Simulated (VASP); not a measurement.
Wanted: the native input for a VASP 6.6.1 run.

| Property | Result |
| --- | --- |
| Task | electric field gradients |
| Functional | PBE |
| Potentials or basis | VASP PAW PBE potentials, release 64 (Fe, Pt) |
| Cutoff | 520 eV |
| k mesh | 12 × 12 × 9 |
| Occupations | fermi-dirac, width 0.05 eV |
| Spin | collinear spin, ferromagnetic start |
| Starting moments | [3.0, 0.0] μB |
| Dipole correction | no |
| Further INCAR settings | ALGO = Normal; EDIFF = 1e-08; NBANDS = 20 |

The structure of FePt lies in POSCAR:

```
FePt
1.0
    2.7750333174      0.0000000000      0.0000000000
    0.0000000000      2.7750333174      0.0000000000
    0.0000000000      0.0000000000      3.7725674430
Fe Pt
1 1
Direct
    0.5000000000      0.5000000000      0.5000000000
    0.0000000000      0.0000000000      0.0000000000
```

The input as run:

INCAR

```
  PREC = Accurate
  ENCUT = 520
  EDIFF = 1E-8
  ISMEAR = -1
  SIGMA = 0.05
  LREAL = False
  LASPH = True
  NELM = 150
  ALGO = Normal
  ISIF = 2
  LWAVE = False
  LCHARG = False
  ISPIN = 2
  MAGMOM = 3 0
  LORBIT = 11
  LMAXMIX = 4
  GGA = PE
  LEFG = True
  NBANDS = 20
```

KPOINTS

```
Automatic mesh
0
Gamma
  12 12 9
```

Potentials or basis: VASP PAW PBE potentials, release 64 (Fe, Pt).

Command:

```sh
$ cat potpaw_PBE.64/Fe/POTCAR potpaw_PBE.64/Pt/POTCAR > POTCAR
$ mpirun -np 1 vasp_std > vasp.out
```

Results of the run:

| Quantity | Value |
| --- | --- |
| Pressure | -6.8 GPa |
| Net moment | 3.37 μB per cell |
| Site moments | Fe +3.01; Pt +0.34 μB |
| Largest electric field gradient by atom | Fe +20.1; Pt +66.6 V/Å² |
| Valence electrons inside the program's atomic spheres | Fe 6.88; Pt 9.32 |

Caveat: the cell stands under tension; without QUAD_EFG the Cq values of the log hold for a quadrupole moment of 1 mb, not for the nuclei.

Run time: 4.6 min on 1 thread of Intel Xeon 8259CL (shared host), peak memory 0.26 GiB.
